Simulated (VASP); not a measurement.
A run of VASP 6.6.1 is set up as follows.

The input INCAR:

```
  PREC = Accurate
  ENCUT = 520
  EDIFF = 1E-6
  ISMEAR = 0
  SIGMA = 0.15
  LREAL = F
  LASPH = T
  NELM = 100
  ALGO = Normal
  ISIF = 2
  LWAVE = F
  LCHARG = F
  GGA = PE
  NBANDS = 24
```

The input KPOINTS:

```
regular mesh
0
Gamma
  18 18 10
```

POSCAR

```
TaN
1.0
    3.0500010905      0.0000000000      0.0000000000
   -1.5250005453      2.6413784260      0.0000000000
    0.0000000000      0.0000000000      4.7424000000
Ta N
2 2
Direct
    0.3333333333      0.6666666667      0.0000000000
    0.6666666667      0.3333333333      0.5000000000
    0.3333333333      0.6666666667      0.3850000000
    0.6666666667      0.3333333333      0.8850000000
```

Potentials or basis: VASP PAW PBE potentials, release 64 (Ta_pv, N).

Run with:

```console
$ cat potpaw_PBE.64/Ta_pv/POTCAR potpaw_PBE.64/N/POTCAR > POTCAR
$ mpirun -np 1 vasp_std > vasp.out
```

Task: What does it give for the band gap on the k mesh?

Result: Zero (band 16 reaches 11.51 eV, above the bottom of band 17 at 8.58 eV).

Task: Predict the largest force.

Result: 0.027 eV/Å.

Task: What does it give for the pressure?

Result: 170.6 GPa.

Stress tensor (GPa, compression positive):
```
171.84   0.00   0.00
  0.00 171.84   0.00
  0.00   0.00 168.11
```

Caveat: the cell differs from its parent crystal (strain -0.0400 x Voigt [0, 0, 1, 0, 0, 0]); spin-orbit coupling is left out, which moves the levels of the heavy elements.
